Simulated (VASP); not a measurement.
# Os (P6_3/mmc) in VASP: notebook

The runs below take Os through single point, relaxation of cell and atoms, with LDA, PBEsol, PBE, BLYP.

Everything below comes from runs of VASP 6.6.1. Logs are shortened: lines on timing, memory, paths and dates and some standing lists are left out, and cuts for length are marked.

### Step 1. The cell of the first run

Symmetry: P6_3/mmc, No. 194, hexagonal system. The conventional cell has a = 2.715 Å, b = 2.715 Å, c = 4.291 Å, α = 90.00°, β = 90.00°, γ = 120.00°. Within 3.5 Å of Os (site symmetry -6m2) lie 12 Os at 2.66 to 2.72 Å.

### Step 2. Single point, LDA

The input, INCAR:

```
PREC     = Accurate       # precision mode
ENCUT    = 520            # plane-wave cutoff, eV
EDIFF    = 1E-6           # SCF threshold, eV
ISMEAR   = -1             # smearing method
SIGMA    = 0.05           # smearing width, eV
LREAL    = False          # projectors in reciprocal space
LASPH    = True           # aspherical terms in the spheres
NELM     = 60             # most SCF steps
ALGO     = Normal         # electronic algorithm
ISIF     = 2              # what is computed and relaxed
LWAVE    = False          # write WAVECAR
LCHARG   = False          # write CHGCAR
GGA      = CA             # functional
NBANDS   = 15             # bands
```

The input, KPOINTS:

```
Automatic mesh
0
Gamma
  11 11 6
```

The input, POSCAR:

```
Os
1.0
    2.7154568957      0.0000000000      0.0000000000
   -1.3577284478      2.3516546545      0.0000000000
    0.0000000000      0.0000000000      4.2911529882
Os
2
Direct
    0.6666666667      0.3333333333      0.7500000000
    0.3333333333      0.6666666667      0.2500000000
```

Potentials or basis: VASP PAW LDA potentials, release 64 (Os).

On the command line:

```console
cat potpaw_LDA.64/Os/POTCAR > POTCAR
mpirun -np 1 vasp_std > vasp.out
```

OUTCAR:

```text
PREC = Accurate
   ENCUT = 520
   EDIFF = 1E-6
   ISMEAR = -1
   LREAL = False
   LASPH = True
   NELM = 60
   ISIF = 2
   GGA = CA

 ion  position               nearest neighbor table
   1  0.667  0.333  0.750-   2 2.66   2 2.66   2 2.66   2 2.66   2 2.66   2 2.66
   2  0.333  0.667  0.250-   1 2.66   1 2.66   1 2.66   1 2.66   1 2.66   1 2.66

  LATTYP: Found a hexagonal cell.
 ALAT       =     2.7154568957
 C/A-ratio  =     1.5802692339

  Lattice vectors:

 A1 = (   2.7154568957,   0.0000000000,   0.0000000000)
 A2 = (  -1.3577284478,   2.3516546545,   0.0000000000)
 A3 = (   0.0000000000,   0.0000000000,   4.2911529882)

Analysis of symmetry for initial positions (statically):
=====================================================================
 Subroutine PRICEL returns:
 Original cell was already a primitive cell.

 Routine SETGRP: Setting up the symmetry group for a
 hexagonal supercell.

 Subroutine GETGRP returns: Found 24 space group operations
 (whereof 12 operations were pure point group operations)
 out of a pool of 24 trial point group operations.

The static configuration has the point symmetry D_3d.
 The point group associated with its full space group is D_6h.

Analysis of symmetry for dynamics (positions and initial velocities):
=====================================================================
 Subroutine PRICEL returns:
 Original cell was already a primitive cell.

 Routine SETGRP: Setting up the symmetry group for a
 hexagonal supercell.

 Subroutine GETGRP returns: Found 24 space group operations
 (whereof 12 operations were pure point group operations)
 out of a pool of 24 trial point group operations.

The dynamic configuration has the point symmetry D_3d.
 The point group associated with its full space group is D_6h.

 Subroutine INISYM returns: Found 24 space group operations
 (whereof 12 operations are pure point group operations),
 and found     1 'primitive' translations

----------------------------------------------------------------------------------------

                                     Primitive cell

  volume of cell :      27.4025

  direct lattice vectors                    reciprocal lattice vectors
     2.715456896  0.000000000  0.000000000     0.368262152  0.212616253  0.000000000
    -1.357728448  2.351654654  0.000000000     0.000000000  0.425232505  0.000000000
     0.000000000  0.000000000  4.291152988     0.000000000  0.000000000  0.233037601

  length of vectors
     2.715456896  2.715456896  4.291152988     0.425232505  0.425232505  0.233037601

  position of ions in fractional coordinates (direct lattice)
     0.666666667  0.333333333  0.750000000
     0.333333333  0.666666667  0.250000000

  ion indices of the primitive-cell ions
   primitive index   ion index
                 1           1
                 2           2

----------------------------------------------------------------------------------------

 KPOINTS: Automatic mesh

Automatic generation of k-mesh.
 Grid dimensions read from file:
 generate k-points for:   11   11    6

 Generating k-lattice:

  Cartesian coordinates                     Fractional coordinates (reciprocal lattice)
     0.033478377  0.019328750  0.000000000     0.090909091  0.000000000  0.000000000
     0.000000000  0.038657500  0.000000000     0.000000000  0.090909091  0.000000000
     0.000000000  0.000000000  0.038839600     0.000000000  0.000000000  0.166666667

  Length of vectors
     0.038657500  0.038657500  0.038839600

  Shift w.r.t. Gamma in fractional coordinates (k-lattice)
     0.000000000  0.000000000  0.000000000

 Subroutine IBZKPT returns following result:
 ===========================================

 Found     64 irreducible k-points:

 Following reciprocal coordinates:
            Coordinates               Weight
  0.000000  0.000000  0.000000      1.000000
  0.090909 -0.000000  0.000000      6.000000
  0.181818 -0.000000  0.000000      6.000000
  0.272727 -0.000000  0.000000      6.000000
  0.363636 -0.000000  0.000000      6.000000
[... 45 lines left out ...]
 cond. band min:       9.7215690230   @ k =   0.3636   0.0909   0.3333
 fundamental gap:      0.0854023311
 Fermi energy:         9.6572690766

 k-point     1 :       0.0000    0.0000    0.0000
  band No.  band energies     occupation
      1      -1.3413      2.00000
      2       1.7528      2.00000
      3       6.5527      2.00000
      4       6.5527      2.00000
      5       6.8038      2.00000
      6       7.4208      2.00000
      7       7.4208      2.00000
      8       8.0926      2.00000
      9       8.0926      2.00000
     10       9.8568      0.03633
     11      11.4422      0.00000
     12      11.4422      0.00000
     13      19.0360      0.00000
     14      23.8271      0.00000
     15      26.5487      0.00000

 k-point     2 :       0.0909   -0.0000    0.0000
  band No.  band energies     occupation
      1      -1.0006      2.00000
      2       2.0516      2.00000
      3       5.9851      2.00000
      4       6.8552      2.00000
      5       7.1812      2.00000
      6       7.3364      2.00000
      7       7.6153      2.00000
      8       7.7035      2.00000
      9       7.8552      2.00000
     10       8.7118      2.00000
     11      11.6073      0.00000
     12      13.1539      0.00000
     13      19.0075      0.00000
     14      24.5265      0.00000
     15      26.9818      0.00000

 k-point     3 :       0.1818   -0.0000    0.0000
  band No.  band energies     occupation
      1      -0.0624      2.00000
      2       2.7462      2.00000
      3       5.3331      2.00000
      4       6.1270      2.00000
      5       6.7583      2.00000
      6       7.3211      2.00000
      7       7.7306      2.00000
      8       8.0587      2.00000
      9       8.0968      2.00000
     10       8.5154      2.00000
     11      11.9424      0.00000
     12      15.6110      0.00000
     13      18.8206      0.00000
     14      25.7163      0.00000
     15      27.2266      0.00000
[... 343 lines left out ...]
 k-point    23 :       0.0909    0.0909    0.1667
  band No.  band energies     occupation
      1      -0.0418      2.00000
      2       2.6695      2.00000
      3       5.4751      2.00000
      4       5.9072      2.00000
      5       6.6618      2.00000
      6       7.0314      2.00000
      7       7.5395      2.00000
      8       7.8727      2.00000
      9       8.6206      2.00000
     10       8.6684      2.00000
     11      11.7353      0.00000
     12      13.8705      0.00000
     13      20.5346      0.00000
     14      25.1300      0.00000
     15      27.2643      0.00000

 k-point    24 :       0.1818    0.0909    0.1667
  band No.  band energies     occupation
      1       1.0077      2.00000
      2       3.3904      2.00000
      3       4.8293      2.00000
      4       5.0421      2.00000
      5       6.3044      2.00000
      6       6.9444      2.00000
      7       7.5568      2.00000
      8       8.5088      2.00000
      9       9.1445      1.99993
     10       9.5295      1.85597
     11      11.9016      0.00000
     12      15.4439      0.00000
     13      20.5044      0.00000
     14      25.1436      0.00000
     15      26.1912      0.00000

 [... further k-points ...]
[... 5 lines left out ...]
  --------------------------------------------------------------------------------------
  -------------------------------------------------------------------------------------
  Total        0.1848270      0.1848270      0.1607847      0.0000000      0.0000000     -0.0000000
  in kB       10.8065122     10.8065122      9.4008014      0.0000000      0.0000000     -0.0000000
  external PRESSURE =      10.3379419 kB  Pullay stress =       0.0000000 kB

 VOLUME and BASIS-vectors are now :
 -----------------------------------------------------------------------------
  energy-cutoff  :      520.00
  volume of cell :       27.40
      direct lattice vectors                 reciprocal lattice vectors
     2.715456896  0.000000000  0.000000000     0.368262152  0.212616253  0.000000000
    -1.357728448  2.351654654  0.000000000     0.000000000  0.425232505  0.000000000
     0.000000000  0.000000000  4.291152988     0.000000000  0.000000000  0.233037601

 POSITION                                       TOTAL-FORCE (eV/Angst)
 -----------------------------------------------------------------------------------
      1.35773      0.78388      3.21836         0.000000     -0.000000      0.000000
     -0.00000      1.56777      1.07279        -0.000000      0.000000      0.000000
 -----------------------------------------------------------------------------------
    total drift:                               -0.000000      0.000000     -0.000000

  FREE ENERGIE OF THE ION-ELECTRON SYSTEM (eV)
  ---------------------------------------------------
  free  energy   TOTEN  =       -25.2971246865 eV

  energy  without entropy=      -25.2841740213  energy(sigma->0) =      -25.29064935
```

Run time: 30 s. Hardware: 1 thread of Intel Xeon 8259CL, shared host; peak memory 0.14 GiB.

What came out:

| Property | Result |
| --- | --- |
| Free energy | -25.2971 eV |
| Pressure | 1.0 GPa |
| Band gap on the k mesh | zero (band 8 reaches 11.87 eV, above the bottom of band 9 at 7.86 eV) |

Stress tensor (GPa, compression positive):
```
1.08 0.00 0.00
0.00 1.08 0.00
0.00 0.00 0.94
```

Levels at points of the mesh, in eV from the Fermi level:
```tsv
k point	band 5	band 6	band 7	band 8	band 9	band 10	band 11	band 12
(0.00, 0.00, 0.00)	-2.85	-2.24	-2.24	-1.56	-1.56	0.20	1.78	1.78
(0.00, 0.00, 0.50)	-3.30	-3.30	-3.30	-3.30	0.97	0.97	0.97	0.97
```

Caveat: spin-orbit coupling is left out, which moves the levels of the heavy elements.

### Step 3. Relaxation of cell and atoms, LDA

This run uses another cell than the first one, of 13.98 Å³/atom, 1.021 times its volume.

The input, INCAR:

```
SYSTEM = Os
PREC = Accurate
ENCUT = 600
EDIFF = 1E-7
ISMEAR = -1
SIGMA = 0.05
LREAL = .False.
LASPH = .True.
NELM = 60
ALGO = Normal
ISIF = 3
LWAVE = .False.
LCHARG = .False.
GGA = CA
IBRION = 2
NSW = 80
EDIFFG = -0.02
```

The input, KPOINTS:

```
regular mesh
0
Gamma
  11 11 6
  0 0 0
```

The input, POSCAR:

```
Os
1.0
    2.7341000000      0.0000000000      0.0000000000
   -1.3670500000      2.3678000565      0.0000000000
    0.0000000000      0.0000000000      4.3197000000
Os
2
Direct
    0.6666666667      0.3333333333      0.7500000000
    0.3333333333      0.6666666667      0.2500000000
```

Potentials or basis: VASP PAW LDA potentials, release 64 (Os).

On the command line:

```console
cat potpaw_LDA.64/Os/POTCAR > POTCAR
mpirun -np 1 vasp_std > vasp.out
```

Run time: 94 s. Hardware: 1 thread of Intel Xeon 8259CL, shared host; peak memory 0.16 GiB.

Results (log left out):

```
Free energy                            : -25.3019 eV
Relaxed volume                         : 13.74 Å³/atom
Relaxed cell                           : a = 2.719 Å, b = 2.719 Å, c = 4.293 Å, α = 90.00°, β = 90.00°, γ = 120.00°
Space group after relaxing (to 0.05 Å) : P6_3/mmc (No. 194)
Energy gained by relaxing              : 5.9 meV/atom
Ionic steps                            : 4
Pressure after relaxing                : 0.0 GPa
Band gap on the k mesh                 : zero (band 8 reaches 11.81 eV, above the bottom of band 9 at 7.81 eV)
```

Stress tensor (GPa, compression positive):
```
-0.11  0.00  0.00
 0.00 -0.11  0.00
 0.00  0.00  0.08
```

Step by step:
```
step  energy change (eV)  largest force (eV/Å)  pressure (GPa)  volume (Å³)
   1              0.0000                0.0000           -7.63        27.96
   2              0.2619                0.0000           44.50        25.36
   3             -0.0117                0.0000           -0.32        27.50
   4             -0.0117                0.0000           -0.04        27.48
```

Final structure:
```yaml
crystal:
  lattice:
    - [2.71872, 0.00000, 0.00000]
    - [-1.35936, 2.35448, 0.00000]
    - [0.00000, 0.00000, 4.29344]
  atoms:
    - { symbol: Os, position: [0.66667, 0.33333, 0.75000] }
    - { symbol: Os, position: [0.33333, 0.66667, 0.25000] }
```

Levels at points of the mesh, in eV from the Fermi level:
```csv
k point,band 5,band 6,band 7,band 8,band 9,band 10,band 11,band 12
"(0.00, 0.00, 0.00)",-2.83,-2.23,-2.23,-1.56,-1.56,0.21,1.78,1.78
"(0.00, 0.00, 0.50)",-3.29,-3.29,-3.29,-3.29,0.97,0.97,0.97,0.97
```

Caveat: spin-orbit coupling is left out, which moves the levels of the heavy elements. LDA usually gives volumes a few per cent too small.

### Step 4. Single point, PBEsol, non-collinear spin, zero start, spin-orbit coupling

This run uses another cell than the first one, of 13.98 Å³/atom, 1.021 times its volume.

The input, INCAR:

```
PREC     = Accurate       # precision mode
ENCUT    = 520            # plane-wave cutoff, eV
EDIFF    = 1E-6           # SCF threshold, eV
ISMEAR   = -1             # smearing method
SIGMA    = 0.05           # smearing width, eV
LREAL    = False          # projectors in reciprocal space
LASPH    = True           # aspherical terms in the spheres
NELM     = 150            # most SCF steps
ALGO     = Fast           # electronic algorithm
ISIF     = 2              # what is computed and relaxed
LWAVE    = False          # write WAVECAR
LCHARG   = True           # write CHGCAR
MAGMOM   = 0 0 0 0 0 0    # initial moments
LORBIT   = 11             # projections on sites
LSORBIT  = True           # spin-orbit coupling
GGA_COMPAT= False        
LORBMOM  = True         
LMAXMIX  = 4              # l up to which the mixer works
GGA      = PS             # functional
LVHAR    = True         
NBANDS   = 28             # bands
```

The input, KPOINTS:

```
regular mesh
0
Gamma
  8 8 5
```

POSCAR is that of step 3.

Potentials or basis: VASP PAW PBE potentials, release 64 (Os).

On the command line:

```console
cat potpaw_PBE.64/Os/POTCAR > POTCAR
mpirun -np 1 vasp_ncl > vasp.out
```

It took 2.6 min on 1 thread of Intel Xeon 8259CL, shared host; peak memory 0.21 GiB.

The run converged. Its results:

```
Free energy                                           : -25.2007 eV
Pressure                                              : -2.6 GPa
Net moment                                            : 0.00 μB per cell
Valence electrons inside the program's atomic spheres : Os 7.48
```

Stress tensor (GPa, compression positive):
```
-2.38  0.00  0.00
 0.00 -2.38  0.00
 0.00  0.00 -3.11
```

Moments on the atoms (μB; x, y, z):
```
Os  0.00 0.00 0.00
Os  0.00 0.00 0.00
```

Caveat: the PAW data sets were made with another functional, which shifts forces and pressure a little.

### Step 5. Single point, PBE

This run uses another cell than the first one, of 13.98 Å³/atom, 1.021 times its volume.

The input, INCAR:

```
ALGO = Normal ; EDIFF = 1E-6
ENCUT = 520 ; GGA = PE
ISIF = 2 ; ISMEAR = -1
LASPH = T ; LCHARG = F
LREAL = F ; LWAVE = F
NBANDS = 15 ; NELM = 60
PREC = Accurate ; SIGMA = 0.05
```

The input, KPOINTS:

```
k-points
0
Gamma
  8 8 5
```

POSCAR is that of step 4.

On the command line:

```console
cat potpaw_PBE.64/Os/POTCAR > POTCAR
mpirun -np 1 vasp_std > vasp.out
```

Run time: 8.1 s. Hardware: 1 thread of AMD EPYC 7R13 (Zen 3), shared host; peak memory 0.11 GiB.

It converged, with:

| Property | Result |
| --- | --- |
| Free energy | -22.5472 eV |
| Pressure | 8.2 GPa |
| Band gap on the k mesh | zero (band 8 reaches 11.52 eV, above the bottom of band 9 at 7.78 eV) |

Stress tensor (GPa, compression positive):
```
8.12 0.00 0.00
0.00 8.12 0.00
0.00 0.00 8.39
```

Levels at points of the mesh, in eV from the Fermi level:
| k point | band 6 | band 7 | band 8 | band 9 | band 10 | band 11 |
| --- | --- | --- | --- | --- | --- | --- |
| (0.00, 0.00, 0.00) | -1.99 | -1.99 | -1.35 | -1.35 | 0.24 | 1.91 |
| (0.50, 0.00, 0.00) | -2.36 | -1.66 | 2.27 | 2.83 | 2.94 | 4.64 |

Caveat: spin-orbit coupling is left out, which moves the levels of the heavy elements.

### Step 6. Single point, BLYP

This run uses another cell than the first one, of 13.14 Å³/atom, 0.959 times its volume.

The input, INCAR:

```
AGGAC    = 1.0          
AGGAX    = 1.0          
ALDAC    = 0.0          
ALDAX    = 1.0          
ALGO     = Fast           # electronic algorithm
EDIFF    = 1E-7           # SCF threshold, eV
ENCUT    = 520            # plane-wave cutoff, eV
GGA      = B5             # functional
ISIF     = 2              # what is computed and relaxed
ISMEAR   = -1             # smearing method
LASPH    = T              # aspherical terms in the spheres
LCHARG   = T              # write CHGCAR
LELF     = T              # ELF
LREAL    = F              # projectors in reciprocal space
LVHAR    = T            
LWAVE    = F              # write WAVECAR
NBANDS   = 15             # bands
NELM     = 60             # most SCF steps
PREC     = Accurate       # precision mode
SIGMA    = 0.05           # smearing width, eV
```

The input, KPOINTS:

```
k-points
0
Gamma
  11 11 6
```

The input, POSCAR:

```
Os
1.0
    2.6782863798      0.0000000000      0.0000000000
   -1.3391431899      2.3194640436      0.0000000000
    0.0000000000      0.0000000000      4.2315181138
Os
2
Direct
    0.6666666667      0.3333333333      0.7500000000
    0.3333333333      0.6666666667      0.2500000000
```

Potentials or basis: VASP PAW PBE potentials, release 64 (Os).

On the command line:

```console
cat potpaw_PBE.64/Os/POTCAR > POTCAR
mpirun -np 1 vasp_std > vasp.out
```

Run time: 28 s. Hardware: 1 thread of AMD EPYC 7R13 (Zen 3), shared host; peak memory 0.12 GiB.

It converged, with:

- Free energy: -18.6454 eV
- Pressure: 64.5 GPa
- Band gap on the k mesh: zero (band 8 reaches 13.38 eV, above the bottom of band 9 at 9.07 eV)

Stress tensor (GPa, compression positive):
```
63.51  0.00  0.00
 0.00 63.51  0.00
 0.00  0.00 66.35
```

Levels at points of the mesh, in eV from the Fermi level:
```tsv
k point	band 5	band 6	band 7	band 8	band 9	band 10	band 11	band 12
(0.00, 0.00, 0.00)	-3.05	-2.40	-2.40	-1.69	-1.69	0.43	1.89	1.89
(0.00, 0.00, 0.50)	-3.53	-3.53	-3.53	-3.53	1.03	1.03	1.03	1.03
```

Caveat: the PAW data sets were made with another functional, which shifts forces and pressure a little; spin-orbit coupling is left out, which moves the levels of the heavy elements.

### Step 7. The runs side by side

```tsv
task	level	potentials or basis	spin	cell	k mesh	cutoff (eV)	gap on the mesh (eV)	pressure (GPa)
single point	LDA	VASP PAW LDA potentials, release 64 (Os)	off	a = 2.715, b = 2.715, c = 4.291 Å, angles 90.0, 90.0, 120.0°, 2 atoms	11 × 11 × 6	520	none	1.0
relaxation of cell and atoms	LDA	VASP PAW LDA potentials, release 64 (Os)	off	relaxed from a = 2.734, b = 2.734, c = 4.320 Å, angles 90.0, 90.0, 120.0°, 2 atoms	11 × 11 × 6	600	none	0.0
single point	PBEsol	VASP PAW PBE potentials, release 64 (Os)	non-collinear, zero start, SOC	a = 2.734, b = 2.734, c = 4.320 Å, angles 90.0, 90.0, 120.0°, 2 atoms	8 × 8 × 5	520	-	-2.6
single point	PBE	VASP PAW PBE potentials, release 64 (Os)	off	a = 2.734, b = 2.734, c = 4.320 Å, angles 90.0, 90.0, 120.0°, 2 atoms	8 × 8 × 5	520	none	8.2
single point	BLYP	VASP PAW PBE potentials, release 64 (Os)	off	a = 2.678, b = 2.678, c = 4.232 Å, angles 90.0, 90.0, 120.0°, 2 atoms	11 × 11 × 6	520	none	64.5
```

Alike in all rows: smearing fermi-dirac 0.05 eV.

Caveats: spin-orbit coupling is left out, which moves the levels of the heavy elements (some runs); the PAW data sets were made with another functional, which shifts forces and pressure a little (some runs).

Absolute energies hang on the potentials; compare differences alone.
